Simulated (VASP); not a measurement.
# ZrH (P4_2/mmc) in VASP: further runs

ZrH is run at these levels: PBEsol; tasks: single point, relaxation of shape and atoms at fixed volume.

All numbers are computed with VASP 6.6.1; they aren't measurements. Logs are shortened: lines on timing, memory, paths and dates and some standing lists are left out, and cuts for length are marked.

## 1. The cell of the first run

The structure is tetragonal, space group P4_2/mmc (No. 131). Conventional cell: a = 3.166 Å, b = 3.166 Å, c = 4.975 Å, α = 90.00°, β = 90.00°, γ = 90.00°. Within 2.7 Å of Zr (site symmetry mmm) lie 4 H at 2.01 Å. H (site symmetry -4m2) has 4 Zr at 2.01 Å and 2 H at 2.49 Å within 2.7 Å.

## 2. Single point, PBEsol (volume scaled by 0.98, then relaxed in part)

Contents of INCAR:

```
SYSTEM = ZrH
PREC     = Accurate       ! precision mode
ENCUT    = 520            ! plane-wave cutoff, eV
EDIFF    = 1E-6           ! SCF threshold, eV
ISMEAR   = -1             ! smearing method
SIGMA    = 0.15           ! smearing width, eV
LREAL    = .FALSE.        ! projectors in reciprocal space
LASPH    = .TRUE.         ! aspherical terms in the spheres
NELM     = 80             ! most SCF steps
ALGO     = Normal         ! electronic algorithm
ISIF     = 2              ! what is computed and relaxed
LWAVE    = .FALSE.        ! write WAVECAR
LCHARG   = .TRUE.         ! write CHGCAR
GGA      = PS             ! functional
LELF     = .TRUE.         ! ELF
LVHAR    = .TRUE.       
NBANDS   = 21             ! bands
```

Contents of KPOINTS:

```
Automatic mesh
0
G
  14 14 8
  0 0 0
```

Contents of POSCAR:

```
ZrH
1.0
    3.1658579559      0.0000000000      0.0000000000
    0.0000000000      3.1658579559      0.0000000000
    0.0000000000      0.0000000000      4.9753520315
Zr H
2 2
Direct
    0.0000000000      0.5000000000      0.0000000000
    0.5000000000      0.0000000000      0.5000000000
    0.0000000000      0.0000000000      0.7500000000
    0.0000000000      0.0000000000      0.2500000000
```

Potentials or basis: VASP PAW PBE potentials, release 64 (Zr_sv, H).

Launch:

```bash
> cat potpaw_PBE.64/Zr_sv/POTCAR potpaw_PBE.64/H/POTCAR > POTCAR
> mpirun -np 1 vasp_std > vasp.out
```

OUTCAR:

```text
SYSTEM = ZrH
   PREC = Accurate
   ENCUT = 520
   EDIFF = 1E-6
   ISMEAR = -1
   LREAL = .FALSE.
   LASPH = .TRUE.
   NELM = 80
   ISIF = 2
   GGA = PS

 ion  position               nearest neighbor table
   1  0.000  0.500  0.000-   3 2.01   4 2.01   3 2.01   4 2.01   2 3.35   2 3.35   2 3.35   2 3.35
                             2 3.35   2 3.35   2 3.35   2 3.35
   2  0.500  0.000  0.500-   3 2.01   4 2.01   3 2.01   4 2.01   1 3.35   1 3.35   1 3.35   1 3.35
                             1 3.35   1 3.35   1 3.35   1 3.35
   3  0.000  0.000  0.750-   1 2.01   2 2.01   1 2.01   2 2.01
   4  0.000  0.000  0.250-   1 2.01   2 2.01   1 2.01   2 2.01

  LATTYP: Found a simple tetragonal cell.
 ALAT       =     3.1658579559
 C/A-ratio  =     1.5715651494

  Lattice vectors:

 A1 = (   3.1658579559,   0.0000000000,   0.0000000000)
 A2 = (   0.0000000000,   3.1658579559,   0.0000000000)
 A3 = (   0.0000000000,   0.0000000000,   4.9753520315)

Analysis of symmetry for initial positions (statically):
=====================================================================
 Subroutine PRICEL returns:
 Original cell was already a primitive cell.

 Routine SETGRP: Setting up the symmetry group for a
 simple tetragonal supercell.

 Subroutine GETGRP returns: Found 16 space group operations
 (whereof  8 operations were pure point group operations)
 out of a pool of 16 trial point group operations.

The static configuration has the point symmetry D_2h.
 The point group associated with its full space group is D_4h.

Analysis of symmetry for dynamics (positions and initial velocities):
=====================================================================
 Subroutine PRICEL returns:
 Original cell was already a primitive cell.

 Routine SETGRP: Setting up the symmetry group for a
 simple tetragonal supercell.

 Subroutine GETGRP returns: Found 16 space group operations
 (whereof  8 operations were pure point group operations)
 out of a pool of 16 trial point group operations.

The dynamic configuration has the point symmetry D_2h.
 The point group associated with its full space group is D_4h.

 Subroutine INISYM returns: Found 16 space group operations
 (whereof  8 operations are pure point group operations),
 and found     1 'primitive' translations

----------------------------------------------------------------------------------------

                                     Primitive cell

  volume of cell :      49.8662

  direct lattice vectors                    reciprocal lattice vectors
     3.165857956  0.000000000  0.000000000     0.315870141  0.000000000  0.000000000
     0.000000000  3.165857956  0.000000000     0.000000000  0.315870141  0.000000000
     0.000000000  0.000000000  4.975352031     0.000000000  0.000000000  0.200990803

  length of vectors
     3.165857956  3.165857956  4.975352031     0.315870141  0.315870141  0.200990803

  position of ions in fractional coordinates (direct lattice)
     0.000000000  0.500000000  0.000000000
     0.500000000  0.000000000  0.500000000
     0.000000000  0.000000000  0.750000000
     0.000000000  0.000000000  0.250000000

  ion indices of the primitive-cell ions
   primitive index   ion index
                 1           1
                 2           2
                 3           3
                 4           4

----------------------------------------------------------------------------------------

 KPOINTS: Automatic mesh

Automatic generation of k-mesh.
 Grid dimensions read from file:
 generate k-points for:   14   14    8

 Generating k-lattice:

  Cartesian coordinates                     Fractional coordinates (reciprocal lattice)
     0.022562153  0.000000000  0.000000000     0.071428571  0.000000000  0.000000000
     0.000000000  0.022562153  0.000000000     0.000000000  0.071428571  0.000000000
     0.000000000  0.000000000  0.025123850     0.000000000  0.000000000  0.125000000

  Length of vectors
     0.022562153  0.022562153  0.025123850

  Shift w.r.t. Gamma in fractional coordinates (k-lattice)
     0.000000000  0.000000000  0.000000000

 Subroutine IBZKPT returns following result:
 ===========================================

 Found    180 irreducible k-points:

 Following reciprocal coordinates:
            Coordinates               Weight
  0.000000  0.000000  0.000000      1.000000
  0.071429  0.000000  0.000000      4.000000
  0.142857  0.000000  0.000000      4.000000
  0.214286  0.000000  0.000000      4.000000
  0.285714  0.000000  0.000000      4.000000
  0.357143  0.000000  0.000000      4.000000
[... 16 lines left out ...]
  0.285714  0.214286  0.000000      8.000000
  0.357143  0.214286  0.000000      8.000000
 [... further k-points ...]
   k-points           NKPTS =    180   k-points in BZ     NKDIM =    180   number of bands    NBANDS=     21
   number of dos      NEDOS =    301   number of ions     NIONS =      4
   total plane-waves  NPLWV =  23040
   dimension x,y,z NGX =    24 NGY =   24 NGZ =   40
   dimension x,y,z NGXF=    48 NGYF=   48 NGZF=   80
   ions per type =               2   2
   NGX,Y,Z   is equivalent  to a cutoff of  12.60, 12.60, 13.37 a.u.
   NGXF,Y,Z  is equivalent  to a cutoff of  25.21, 25.21, 26.73 a.u.
 SYSTEM =  ZrH
   PREC   = accura    normal or accurate (medium, high low for compatibility)
   ISTART =      0    job   : 0-new  1-cont  2-samecut
   ICHARG =      2    charge: 1-file 2-atom 10-const
   ISPIN  =      1    spin polarized calculation?
   LNONCOLLINEAR =      F non collinear calculations
   LSORBIT =      F    spin-orbit coupling
   LASPH  =      T    aspherical Exc in radial PAW
   ENCUT  =  520.0 eV  38.22 Ry    6.18 a.u.   5.89  5.89  9.25*2*pi/ulx,y,z
   NELM   =     80;   NELMIN=  2; NELMDL= -5     # of ELM steps
   EDIFF  = 0.1E-05   stopping-criterion for ELM
   LREAL  =      F    real-space projection
   EDIFFG = 0.1E-04   stopping-criterion for IOM
   NSW    =      0    number of steps for IOM
   IBRION =     -1    ionic relax: 0-MD 1-quasi-New 2-CG
   NFREE  =      0    steps in history (QN), initial steepest desc. (CG)
   ISIF   =      2    stress and relaxation
   ISYM   =      2    0-nonsym 1-usesym 2-fastsym
   POTIM  = 0.5000    time-step for ionic-motion
   TEBEG  =    0.0;   TEEND  =   0.0 temperature during run
   PSTRESS=    0.0 pullay stress
   NELECT =      26.0000    total number of electrons
   NUPDOWN=      -1.0000    fix difference up-down
   EMIN   =  10.00;   EMAX   =-10.00  energy-range for DOS
   EFERMI =   0.00;   METHOD = LEGACY
   ISMEAR =    -1;   SIGMA  =   0.15  broadening in eV -4-tet -1-fermi 0-gaus
   EFERMI_NEDOS =   21; number of points for ismear=-14 and -15
   IALGO  =     38    algorithm
   IMIX   =      4    mixing-type and parameters
     AMIX     =   0.40;   BMIX     =  1.00
     AMIX_MAG =   1.60;   BMIX_MAG =  1.00
  volume/ion in A,a.u.               =      12.47        84.13
  Fermi-wavevector in a.u.,A,eV,Ry     =   1.317641  2.489980 23.622129  1.736177
  Thomas-Fermi vector in A             =   2.447668
   LORBIT       =      0    0 simple, 1 ext, 2 COOP (PROOUT), +10 PAW based schemes
   GGA     = PS    functional components
   LHFCALC =     F    Hartree Fock is set to
   AEXX    =    0.0000 exact exchange contribution
   IVDW    =     0    specifies the selected vdW correction
   LEPSILON=     F    determine dielectric tensor
   LRPA    =     F    only Hartree local field effects (RPA)
 non-spin polarized calculation
  energy-cutoff  :      520.00
  volume of cell :       49.87
 maximum number of plane-waves:      1384
 NGX is ok and might be reduce to    24
   NGX = 11   NGY = 11   NGZ = 19

 number of electron      26.0000000 magnetization

 Free energy of the ion-electron system (eV)
  ---------------------------------------------------
  ext. energy  EPLUGINS =         0.00000000
  ---------------------------------------------------
  free energy    TOTEN  =       -26.72972222 eV

  energy without entropy =      -26.57000929  energy(sigma->0) =      -26.64986575

 E-fermi :   8.5241     XC(G=0): -11.3528

 val. band max:        8.5212049330   @ k =   0.4286   0.0000   0.2500
 cond. band min:       8.5248507733   @ k =   0.0714   0.0000   0.0000
 fundamental gap:      0.0036458403
 Fermi energy:         8.5241094982

 k-point     1 :       0.0000    0.0000    0.0000
  band No.  band energies     occupation
      1     -40.1388      2.00000
      2     -40.0172      2.00000
      3     -18.6176      2.00000
      4     -17.9907      2.00000
      5     -17.9907      2.00000
      6     -17.8177      2.00000
[... 13 lines left out ...]
     20      13.5513      0.00000
     21      14.8641      0.00000

 k-point     2 :       0.0714    0.0000    0.0000
  band No.  band energies     occupation
      1     -40.1344      2.00000
      2     -40.0158      2.00000
      3     -18.6040      2.00000
      4     -18.0228      2.00000
      5     -17.9860      2.00000
      6     -17.8236      2.00000
[... 13 lines left out ...]
     20      13.5013      0.00000
     21      15.2829      0.00000

 k-point     3 :       0.1429    0.0000    0.0000
  band No.  band energies     occupation
      1     -40.1221      2.00000
      2     -40.0123      2.00000
      3     -18.5645      2.00000
      4     -18.1120      2.00000
      5     -17.9725      2.00000
      6     -17.8779      2.00000
[... 13 lines left out ...]
     20      13.6414      0.00000
     21      15.9581      0.00000
[... 457 lines left out ...]
 k-point    23 :       0.2857    0.2143    0.0000
  band No.  band energies     occupation
      1     -40.0507      2.00000
      2     -39.9907      2.00000
      3     -18.4072      2.00000
      4     -18.3351      2.00000
      5     -18.1723      2.00000
      6     -18.1218      2.00000
[... 13 lines left out ...]
     20      15.2911      0.00000
     21      15.6025      0.00000

 k-point    24 :       0.3571    0.2143    0.0000
  band No.  band energies     occupation
      1     -40.0301      2.00000
      2     -39.9882      2.00000
      3     -18.5235      2.00000
      4     -18.2786      2.00000
      5     -18.2589      2.00000
      6     -18.1112      2.00000
[... 13 lines left out ...]
     20      15.2774      0.00000
     21      15.9935      0.00000

 [... further k-points ...]
[... 5 lines left out ...]
  --------------------------------------------------------------------------------------
  -------------------------------------------------------------------------------------
  Total        0.7957435      0.7957435      0.7973243      0.0000000      0.0000000      0.0000000
  in kB       25.5668371     25.5668371     25.6176269      0.0000000      0.0000000      0.0000000
  external PRESSURE =      25.5837671 kB  Pullay stress =       0.0000000 kB

 VOLUME and BASIS-vectors are now :
 -----------------------------------------------------------------------------
  energy-cutoff  :      520.00
  volume of cell :       49.87
      direct lattice vectors                 reciprocal lattice vectors
     3.165857956  0.000000000  0.000000000     0.315870141  0.000000000  0.000000000
     0.000000000  3.165857956  0.000000000     0.000000000  0.315870141  0.000000000
     0.000000000  0.000000000  4.975352031     0.000000000  0.000000000  0.200990803

 POSITION                                       TOTAL-FORCE (eV/Angst)
 -----------------------------------------------------------------------------------
      0.00000      1.58293      0.00000         0.000000      0.000000      0.000000
      1.58293      0.00000      2.48768         0.000000      0.000000      0.000000
      0.00000      0.00000      3.73151         0.000000     -0.000000     -0.000000
      0.00000      0.00000      1.24384         0.000000     -0.000000     -0.000000
 -----------------------------------------------------------------------------------
    total drift:                                0.000000      0.000000     -0.000000

  FREE ENERGIE OF THE ION-ELECTRON SYSTEM (eV)
  ---------------------------------------------------
  free  energy   TOTEN  =       -26.7297222161 eV

  energy  without entropy=      -26.5700092929  energy(sigma->0) =      -26.64986575
```

Run time: 1.9 min. Hardware: 1 thread of Intel Xeon Platinum 8488C (Sapphire Rapids), shared host; peak memory 0.28 GiB.

What came out:

* Free energy: -26.7297 eV
* Pressure: 2.6 GPa
* Band gap on the k mesh: zero (band 13 reaches 8.81 eV, above the bottom of band 14 at 7.91 eV)

Caveat: the PAW data sets were made with another functional, which shifts forces and pressure a little.

(Continued in part 2 of 2.)
